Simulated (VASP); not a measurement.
A run of VASP 6.6.1:

INCAR

```
SYSTEM = FeSi
PREC     = Accurate       ! precision mode
ENCUT    = 520            ! plane-wave cutoff, eV
EDIFF    = 1E-6           ! SCF threshold, eV
ISMEAR   = 0              ! smearing method
SIGMA    = 0.01           ! smearing width, eV
LREAL    = .False.        ! projectors in reciprocal space
LASPH    = .True.         ! aspherical terms in the spheres
NELM     = 80             ! most SCF steps
ALGO     = Normal         ! electronic algorithm
ISIF     = 2              ! what is computed and relaxed
LWAVE    = .False.        ! write WAVECAR
LCHARG   = .False.        ! write CHGCAR
NBANDS   = 34             ! bands
```

KPOINTS

```
regular mesh
0
Gamma
  8 8 8
  0 0 0
```

POSCAR

```
FeSi
1.0
    4.4820000000      0.0000000000      0.0000000000
    0.0000000000      4.4820000000      0.0000000000
    0.0000000000      0.0000000000      4.4820000000
Fe Si
4 4
Direct
    0.1326733551      0.1326733551      0.1326733551
    0.3673266449      0.8673266449      0.6326733551
    0.6326733551      0.3673266449      0.8673266449
    0.8673266449      0.6326733551      0.3673266449
    0.8389387481      0.8389387481      0.8389387481
    0.6610612519      0.1610612519      0.3389387481
    0.3389387481      0.6610612519      0.1610612519
    0.1610612519      0.3389387481      0.6610612519
```

Potentials or basis: VASP PAW LDA potentials, release 64 (Fe, Si).

Command:

```bash
$ cat potpaw_LDA.64/Fe/POTCAR potpaw_LDA.64/Si/POTCAR > POTCAR
$ mpirun -np 1 vasp_std > vasp.out
```

Hardware: 1 thread of AMD EPYC 9R45 96-Core Processor (Zen 5) (shared host).

Problem. Estimate the wall time of this run.

Solution. It took 73 s on 1 thread of AMD EPYC 9R45 96-Core Processor (Zen 5), with other jobs on the host, peak memory 0.21 GiB. Counts: scf iterations 15, k points 45.
